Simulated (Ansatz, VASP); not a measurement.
## Two plane-wave programs on MgCd2O3

```
CELL_PARAMETERS angstrom
3.24162 -0.00033 0.00031
-0.00070 5.60504 -0.00167
0.00073 -0.00234 8.08672
ATOMIC_POSITIONS crystal
Mg 0.00001 0.00000 0.00001
Mg 0.50007 0.50000 0.00001
Cd 0.50009 0.16664 0.32322
Cd 0.00011 0.66665 0.32322
Cd 0.99994 0.33336 0.67679
Cd 0.49992 0.83335 0.67678
O 0.49990 0.16662 0.85858
O 0.99989 0.66662 0.85858
O 0.00005 0.33337 0.14140
O 0.50003 0.83338 0.14141
O 0.00000 0.00001 0.50001
O 0.50000 0.50000 0.49999
```

Change from the starting cell: cell x2, atoms moved at random (sigma 0.05 Å) and cell strained at random (1.5 %), then relaxed without symmetry.

Alike in both runs: functional PBE; k mesh 4 × 4 × 2; occupations gaussian, width 0.1 eV; no spin polarisation.

Ansatz relaxed the structure, and its values are those at the end. VASP's run is a single point on that final structure, the one shown.

```csv
,VASP,Ansatz
version,VASP 6.6.1,Ansatz 0.2.0
potentials or method,"VASP PAW PBE potentials, release 64 (Mg, Cd, O), cutoff 520 eV","scalar-relativistic, plane waves, PAW"
valence electrons in the cell,88,136
```

VASP gave:

| Quantity | Value |
| --- | --- |
| gap on the k mesh at the Fermi level (eV) | 0.58 |
| least direct gap on the mesh (eV) | 0.58 |
| pressure (GPa) | 0.8 |
| rms of the force components (eV/Å) | 0.035 |

What did Ansatz give for the same quantities?

gap on the k mesh at the Fermi level (eV): 0.60; least direct gap on the mesh (eV): 0.60; pressure (GPa): 0.0; rms of the force components (eV/Å): 0.003.

With one functional, cell and mesh, what is left measures potentials, basis and numerics. VASP's potentials hold 88 valence electrons a cell and Ansatz's 136, so a difference there can come from the potentials and not from the codes.

The k mesh is coarse, so the values compare programs but aren't converged.
